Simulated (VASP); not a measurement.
Set up this calculation in VASP 6.6.1, as the native input.

- Task: single point
- Functional: LDA
- Potentials or basis: VASP PAW LDA potentials, release 64 (Te)
- Cutoff: 520 eV
- k mesh: 9 × 9 × 9
- Occupations: fermi-dirac, width 0.05 eV
- Spin: no spin polarisation
- Dipole correction: no
- Further INCAR settings: ALGO = Normal; EDIFF = 1e-06; NBANDS = 9

The structure of Te lies in POSCAR:

```
Te
1.0
    2.3511296351      1.3574253277      1.7241180786
   -2.3511296351      1.3574253277      1.7241180786
    0.0000000000     -2.7148506555      1.7241180786
Te
1
Direct
    0.5000000000      0.5000000000      0.5000000000
```

This cell differs from its parent crystal: volume scaled by 1.06.

These files were run (other wordings do the same):

INCAR

```
SYSTEM = Te
PREC     = Accurate       ! precision mode
ENCUT    = 520            ! plane-wave cutoff, eV
EDIFF    = 1E-6           ! SCF threshold, eV
ISMEAR   = -1             ! smearing method
SIGMA    = 0.05           ! smearing width, eV
LREAL    = .False.        ! projectors in reciprocal space
LASPH    = .True.         ! aspherical terms in the spheres
NELM     = 60             ! most SCF steps
ALGO     = Normal         ! electronic algorithm
ISIF     = 2              ! what is computed and relaxed
LWAVE    = .False.        ! write WAVECAR
LCHARG   = .False.        ! write CHGCAR
NBANDS   = 9              ! bands
```

KPOINTS

```
Automatic mesh
0
Gamma
  9 9 9
  0 0 0
```

Potentials or basis: VASP PAW LDA potentials, release 64 (Te).

The run is started by

```sh
$ cat potpaw_LDA.64/Te/POTCAR > POTCAR
$ mpirun -np 1 vasp_std > vasp.out
```

It gave:

```
Pressure               : -3.9 GPa
Band gap on the k mesh : zero (band 3 reaches 8.36 eV, above the bottom of band 4 at 3.85 eV)
```

Caveat: spin-orbit coupling is left out, which moves the levels of the heavy elements.

Run time: 5.3 s on 1 thread of Intel(R) Xeon(R) Platinum 8488C (Sapphire Rapids), with other jobs on the host, peak memory 0.14 GiB.
